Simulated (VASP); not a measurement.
# Ga2O3 (C2/m) in VASP: single point with PBE

Aim: the single point of Ga2O3 with PBE.

Program: VASP 6.6.1. These are calculated values, not measurements. Logs are shortened: lines on timing, memory, paths and dates and some standing lists are left out, and cuts for length are marked.

### Step 1. The cell of the first run

The structure is monoclinic, space group C2/m (No. 12). Conventional cell: a = 12.085 Å, b = 3.238 Å, c = 5.775 Å, α = 90.00°, β = 102.54°, γ = 90.00°. Ga (site symmetry m) has 6 O at 1.92 to 2.15 Å within 2.5 Å. Ga (site symmetry m) has 4 O at 1.84 to 1.91 Å within 2.4 Å. O (site symmetry m) has 3 Ga at 1.91 to 1.92 Å within 2.5 Å. O (site symmetry m) has 4 Ga at 1.84 to 2.15 Å within 2.4 Å. O (site symmetry m) has 3 Ga at 1.84 to 2.01 Å within 2.4 Å.

### Step 2. Single point, PBE

The input, INCAR:

```
PREC = Accurate ; ENCUT = 520
EDIFF = 1E-6 ; ISMEAR = 0
SIGMA = 0.02 ; LREAL = False
LASPH = True ; NELM = 80
ALGO = Normal ; ISIF = 2
LWAVE = False ; LCHARG = True
GGA = PE ; LELF = True
LVHAR = True ; NBANDS = 55
ISYM = 0
```

The input, KPOINTS:

```
regular mesh
0
Gamma
  8 2 11
```

The input, POSCAR:

```
Ga2O3
1.0
    3.2381523570      0.0000000000      0.0000000000
    0.0000000000     14.4815699864      0.0000000000
   -1.6190761785      5.5660611337      2.3523922538
Ga O
4 6
Direct
    0.0273203108      0.3141766525      0.0546406216
    0.9726796892      0.6858233475      0.9453593784
    0.1153459625      0.7947277349      0.2306919251
    0.8846540375      0.2052722651      0.7693080749
    0.2472867512      0.2566885452      0.4945735023
    0.7527132488      0.7433114548      0.5054264977
    0.2619704709      0.5643342450      0.5239409418
    0.7380295291      0.4356657550      0.4760590582
    0.2727110517      0.8907980792      0.5454221035
    0.7272889483      0.1092019208      0.4545778965
```

Potentials or basis: VASP PAW PBE potentials, release 64 (Ga_d, O).

Command:

```sh
> cat potpaw_PBE.64/Ga_d/POTCAR potpaw_PBE.64/O/POTCAR > POTCAR
> mpirun -np 1 vasp_std > vasp.out
```

OUTCAR:

```text
PREC = Accurate
   ENCUT = 520
   EDIFF = 1E-6
   ISMEAR = 0
   LREAL = False
   LASPH = True
   NELM = 80
   ISIF = 2
   GGA = PE
   ISYM = 0

 ion  position               nearest neighbor table
   1  0.027  0.314  0.055-   5 1.92   8 2.00  10 2.01  10 2.01   7 2.15   7 2.15
   2  0.973  0.686  0.945-   6 1.92   7 2.00   9 2.01   9 2.01   8 2.15   8 2.15
   3  0.115  0.795  0.231-   7 1.84  10 1.84   6 1.91   6 1.91
   4  0.885  0.205  0.769-   8 1.84   9 1.84   5 1.91   5 1.91
   5  0.247  0.257  0.495-   4 1.91   4 1.91   1 1.92
   6  0.753  0.743  0.505-   3 1.91   3 1.91   2 1.92
   7  0.262  0.564  0.524-   3 1.84   2 2.00   1 2.15   1 2.15
   8  0.738  0.436  0.476-   4 1.84   1 2.00   2 2.15   2 2.15
   9  0.273  0.891  0.545-   4 1.84   2 2.01   2 2.01
  10  0.727  0.109  0.455-   3 1.84   1 2.01   1 2.01

IMPORTANT INFORMATION: All symmetrisations will be switched off!
NOSYMM: (Re-)initialisation of all symmetry stuff for point group C_1.

----------------------------------------------------------------------------------------

                                     Primitive cell

  volume of cell :     110.3120

  direct lattice vectors                    reciprocal lattice vectors
     3.238152357  0.000000000  0.000000000     0.308818082  0.000000000  0.212549586
     0.000000000 14.481569986  0.000000000     0.000000000  0.069053286 -0.163388913
    -1.619076179  5.566061134  2.352392254     0.000000000  0.000000000  0.425099172

  length of vectors
     3.238152357 14.481569986  6.255892705     0.374894564  0.177381773  0.425099172

  position of ions in fractional coordinates (direct lattice)
     0.027320311  0.314176653  0.054640622
     0.972679689  0.685823347  0.945359378
     0.115345963  0.794727735  0.230691925
     0.884654037  0.205272265  0.769308075
     0.247286751  0.256688545  0.494573502
     0.752713249  0.743311455  0.505426498
     0.261970471  0.564334245  0.523940942
     0.738029529  0.435665755  0.476059058
     0.272711052  0.890798079  0.545422104
     0.727288948  0.109201921  0.454577896

  ion indices of the primitive-cell ions
   primitive index   ion index
                 1           1
                 2           2
                 3           3
                 4           4
                 5           5
                 6           6
                 7           7
                 8           8
                 9           9
                10          10

----------------------------------------------------------------------------------------

 KPOINTS: regular mesh

Automatic generation of k-mesh.
 Grid dimensions read from file:
 generate k-points for:    8    2   11

 Generating k-lattice:

  Cartesian coordinates                     Fractional coordinates (reciprocal lattice)
     0.038602260  0.000000000  0.026568698     0.125000000  0.000000000  0.000000000
     0.000000000  0.034526643 -0.081694457     0.000000000  0.500000000  0.000000000
     0.000000000  0.000000000  0.038645379     0.000000000  0.000000000  0.090909091

  Length of vectors
     0.046861821  0.088690886  0.038645379

  Shift w.r.t. Gamma in fractional coordinates (k-lattice)
     0.000000000  0.000000000  0.000000000

 -----------------------------------------------------------------------------
|                                                                             |
|           W    W    AA    RRRRR   N    N  II  N    N   GGGG   !!!           |
|           W    W   A  A   R    R  NN   N  II  NN   N  G    G  !!!           |
|           W    W  A    A  R    R  N N  N  II  N N  N  G       !!!           |
|           W WW W  AAAAAA  RRRRR   N  N N  II  N  N N  G  GGG   !            |
|           WW  WW  A    A  R   R   N   NN  II  N   NN  G    G                |
|           W    W  A    A  R    R  N    N  II  N    N   GGGG   !!!           |
|                                                                             |
|     Your reciprocal lattice and k-lattice belong to different lattice       |
|     classes:                                                                |
|                                                                             |
|        The reciprocal lattice is base-centered monoclinic,                  |
|        whereas your k-lattice is triclinic.                                 |
|                                                                             |
|     Results are often still useful ...                                      |
|                                                                             |
 -----------------------------------------------------------------------------

 WARNING: IBZKPT: internal override: KBLOWUP is changed to .FALSE.
      ... skipping the blow-up phase ...

 Subroutine IBZKPT returns following result:
 ===========================================

 Found     90 irreducible k-points:

 Following reciprocal coordinates:
            Coordinates               Weight
  0.000000  0.000000  0.000000      1.000000
  0.125000  0.000000  0.000000      2.000000
  0.250000  0.000000  0.000000      2.000000
  0.375000  0.000000 -0.000000      2.000000
  0.500000  0.000000  0.000000      1.000000
  0.000000  0.500000  0.000000      1.000000
[... 16 lines left out ...]
  0.500000  0.500000  0.090909      2.000000
 -0.375000  0.500000  0.090909      2.000000
 [... further k-points ...]
   k-points           NKPTS =     90   k-points in BZ     NKDIM =     90   number of bands    NBANDS=     55
   number of dos      NEDOS =    301   number of ions     NIONS =     10
   total plane-waves  NPLWV = 124416
   dimension x,y,z NGX =    24 NGY =  108 NGZ =   48
   dimension x,y,z NGXF=    48 NGYF=  216 NGZF=   96
   ions per type =               4   6
   NGX,Y,Z   is equivalent  to a cutoff of  12.32, 12.40, 12.76 a.u.
   NGXF,Y,Z  is equivalent  to a cutoff of  24.64, 24.80, 25.51 a.u.
 SYSTEM =  unknown system
   PREC   = accura    normal or accurate (medium, high low for compatibility)
   ISTART =      0    job   : 0-new  1-cont  2-samecut
   ICHARG =      2    charge: 1-file 2-atom 10-const
   ISPIN  =      1    spin polarized calculation?
   LNONCOLLINEAR =      F non collinear calculations
   LSORBIT =      F    spin-orbit coupling
   LASPH  =      T    aspherical Exc in radial PAW
   ENCUT  =  520.0 eV  38.22 Ry    6.18 a.u.   6.02 26.93 11.63*2*pi/ulx,y,z
   NELM   =     80;   NELMIN=  2; NELMDL= -5     # of ELM steps
   EDIFF  = 0.1E-05   stopping-criterion for ELM
   LREAL  =      F    real-space projection
   EDIFFG = 0.1E-04   stopping-criterion for IOM
   NSW    =      0    number of steps for IOM
   IBRION =     -1    ionic relax: 0-MD 1-quasi-New 2-CG
   NFREE  =      0    steps in history (QN), initial steepest desc. (CG)
   ISIF   =      2    stress and relaxation
   ISYM   =      0    0-nonsym 1-usesym 2-fastsym
   POTIM  = 0.5000    time-step for ionic-motion
   TEBEG  =    0.0;   TEEND  =   0.0 temperature during run
   PSTRESS=    0.0 pullay stress
   NELECT =      88.0000    total number of electrons
   NUPDOWN=      -1.0000    fix difference up-down
   EMIN   =  10.00;   EMAX   =-10.00  energy-range for DOS
   EFERMI =   0.00;   METHOD = LEGACY
   ISMEAR =     0;   SIGMA  =   0.02  broadening in eV -4-tet -1-fermi 0-gaus
   EFERMI_NEDOS =   21; number of points for ismear=-14 and -15
   IALGO  =     38    algorithm
   IMIX   =      4    mixing-type and parameters
     AMIX     =   0.40;   BMIX     =  1.00
     AMIX_MAG =   1.60;   BMIX_MAG =  1.00
  volume/ion in A,a.u.               =      11.03        74.44
  Fermi-wavevector in a.u.,A,eV,Ry     =   1.518314  2.869197 31.365189  2.305276
  Thomas-Fermi vector in A             =   2.627451
   LORBIT       =      0    0 simple, 1 ext, 2 COOP (PROOUT), +10 PAW based schemes
   GGA     = PE    functional components
   LHFCALC =     F    Hartree Fock is set to
   AEXX    =    0.0000 exact exchange contribution
   IVDW    =     0    specifies the selected vdW correction
   LEPSILON=     F    determine dielectric tensor
   LRPA    =     F    only Hartree local field effects (RPA)
 non-spin polarized calculation
 Gauss-broadening in eV      SIGMA  =   0.02
  energy-cutoff  :      520.00
  volume of cell :      110.31
 maximum number of plane-waves:      2989
   NGX = 13   NGY = 53   NGZ = 23

 number of electron      88.0000014 magnetization

 Free energy of the ion-electron system (eV)
  ---------------------------------------------------
  ext. energy  EPLUGINS =         0.00000000
  ---------------------------------------------------
  free energy    TOTEN  =       -59.39784895 eV

  energy without entropy =      -59.39784895  energy(sigma->0) =      -59.39784895

 E-fermi :   3.7516     XC(G=0): -11.3552

 val. band max:        3.5930655964   @ k =   0.0000   0.0000   0.0000
 cond. band min:       5.3025367626   @ k =   0.0000   0.0000   0.0000
 fundamental gap:      1.7094711662
 Fermi energy:         3.7516489951

 k-point     1 :       0.0000    0.0000    0.0000
  band No.  band energies     occupation
      1     -15.2330      2.00000
      2     -14.0977      2.00000
      3     -14.0255      2.00000
      4     -13.9202      2.00000
      5     -13.4729      2.00000
      6     -13.4601      2.00000
[... 47 lines left out ...]
     54      14.4561      0.00000
     55      15.7339      0.00000

 k-point     2 :       0.1250    0.0000    0.0000
  band No.  band energies     occupation
      1     -15.1092      2.00000
      2     -14.1032      2.00000
      3     -14.0597      2.00000
      4     -13.8612      2.00000
      5     -13.4720      2.00000
      6     -13.4501      2.00000
[... 47 lines left out ...]
     54      14.1446      0.00000
     55      14.5524      0.00000
[... 1216 lines left out ...]
     54      14.1317      0.00000
     55      14.8559      0.00000

 k-point    24 :      -0.3750    0.5000    0.0909
  band No.  band energies     occupation
      1     -14.5035      2.00000
      2     -14.0979      2.00000
      3     -13.8852      2.00000
      4     -13.7881      2.00000
      5     -13.5070      2.00000
      6     -13.4541      2.00000
[... 47 lines left out ...]
     54      14.0570      0.00000
     55      14.6854      0.00000

 [... further k-points ...]

------------------------ aborting loop because EDIFF is reached ----------------------------------------

  FORCE on cell =-STRESS in cart. coord.  units (eV):
  Direction    XX          YY          ZZ          XY          YZ          ZX
  --------------------------------------------------------------------------------------
  -------------------------------------------------------------------------------------
  Total       -7.9362977      4.4416242      1.8987417      0.0000228     -2.1177616     -0.0005252
  in kB     -115.2672319     64.5103994     27.5774310      0.0003305    -30.7584888     -0.0076273
  external PRESSURE =      -7.7264671 kB  Pullay stress =       0.0000000 kB

 VOLUME and BASIS-vectors are now :
 -----------------------------------------------------------------------------
  energy-cutoff  :      520.00
  volume of cell :      110.31
      direct lattice vectors                 reciprocal lattice vectors
     3.238152357  0.000000000  0.000000000     0.308818082  0.000000000  0.212549586
     0.000000000 14.481569986  0.000000000     0.000000000  0.069053286 -0.163388913
    -1.619076179  5.566061134  2.352392254     0.000000000  0.000000000  0.425099172

 POSITION                                       TOTAL-FORCE (eV/Angst)
 -----------------------------------------------------------------------------------
      0.00000      4.85390      0.12854         0.000022     -0.224697      0.279791
      1.61908     15.19373      2.22386        -0.000022      0.224690     -0.279785
     -0.00000     12.79295      0.54268         0.000205      0.903901      0.006366
      1.61908      7.25468      1.80971        -0.000203     -0.903894     -0.006368
      0.00000      6.47008      1.16343        -0.000029      0.395847      0.295750
      1.61908     13.57755      1.18896         0.000028     -0.395851     -0.295754
      0.00000     11.08873      1.23251        -0.000032     -0.458647      0.153419
      1.61908      8.95890      1.11988         0.000033      0.458649     -0.153415
     -0.00000     15.93601      1.28305         0.000033     -0.079716      0.233103
      1.61908      4.11162      1.06935        -0.000036      0.079718     -0.233106
 -----------------------------------------------------------------------------------
    total drift:                               -0.000004      0.000000      0.000007

  FREE ENERGIE OF THE ION-ELECTRON SYSTEM (eV)
  ---------------------------------------------------
  free  energy   TOTEN  =       -59.3978489530 eV

  energy  without entropy=      -59.3978489530  energy(sigma->0) =      -59.39784895
```

Wall time 33 min (1 thread of Intel Xeon 8259CL, shared host); peak memory 0.6 GiB.

Results:

```yaml
Free_energy: -59.3978 eV
Pressure: -0.8 GPa
Largest_force: 0.904 eV/Å
Band_gap_on_the_k_mesh: 1.71 eV
```

Forces on the atoms (eV/Å):
```
Ga   0.000 -0.225  0.280
Ga   0.000  0.225 -0.280
Ga   0.000  0.904  0.006
Ga   0.000 -0.904 -0.006
O    0.000  0.396  0.296
O    0.000 -0.396 -0.296
O    0.000 -0.459  0.153
O    0.000  0.459 -0.153
O    0.000 -0.080  0.233
O    0.000  0.080 -0.233
```

Stress tensor (GPa, compression positive):
```
-11.53   0.00   0.00
  0.00   6.45  -3.08
  0.00  -3.08   2.76
```

Levels at points of the mesh, in eV from the valence-band top:
| k point | band 40 | band 41 | band 42 | band 43 | band 44 | band 45 | band 46 | band 47 | band 48 | band 49 |
| --- | --- | --- | --- | --- | --- | --- | --- | --- | --- | --- |
| (0.00, 0.00, 0.00) | -1.08 | -1.08 | -0.71 | -0.41 | 0.00 | 1.71 | 5.24 | 5.74 | 5.79 | 7.03 |
| (0.50, 0.00, 0.00) | -1.38 | -1.18 | -1.08 | -0.75 | -0.69 | 6.21 | 6.24 | 7.18 | 7.49 | 8.10 |
| (0.00, 0.50, 0.00) | -1.54 | -1.04 | -0.81 | -0.75 | -0.32 | 3.95 | 4.19 | 5.81 | 6.22 | 6.90 |
| (0.50, 0.50, 0.00) | -1.39 | -0.89 | -0.79 | -0.53 | -0.13 | 5.21 | 6.08 | 6.62 | 6.75 | 7.70 |
